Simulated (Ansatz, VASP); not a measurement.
## Ta: VASP beside Ansatz

```
CELL_PARAMETERS angstrom
-1.58003 1.64023 1.72224
1.58003 -1.64023 1.72224
1.58003 1.64023 -1.72224
ATOMIC_POSITIONS crystal
Ta 0.00000 0.00000 0.00000
```

Change from the starting cell: normal strain along x -0.0367, normal strain along z +0.0500.

Alike in both runs: task single point; functional PBEsol; k mesh 20 × 20 × 20; occupations gaussian, width 0.15 eV; no spin polarisation.

|  | VASP | Ansatz |
| --- | --- | --- |
| version | VASP 6.6.1 | Ansatz 0.2.0 |
| potentials or method | VASP PAW PBE potentials, release 64 (Ta_pv), cutoff 520 eV | scalar-relativistic, plane waves, PAW |
| valence electrons in the cell | 11 | 13 |

VASP gave:

```
gap on the k mesh at the Fermi level (eV)                     : none
pressure (GPa)                                                : -1.4
traceless stress, the component that is largest in VASP (GPa) : -4.74
```

Problem. What did Ansatz give for the same quantities?

Solution. gap on the k mesh at the Fermi level (eV): none; pressure (GPa): -1.6; traceless stress, the component that is largest in VASP (GPa): -4.73.

VASP's potentials were made for PBE, not for PBEsol, and Ansatz warns of the same on its side. A gap of «none» marks a metal or a gap that the smearing closes. VASP's potentials hold 11 valence electrons a cell and Ansatz's 13, so a difference there can come from the potentials and not from the codes.

Spin-orbit coupling is off throughout.
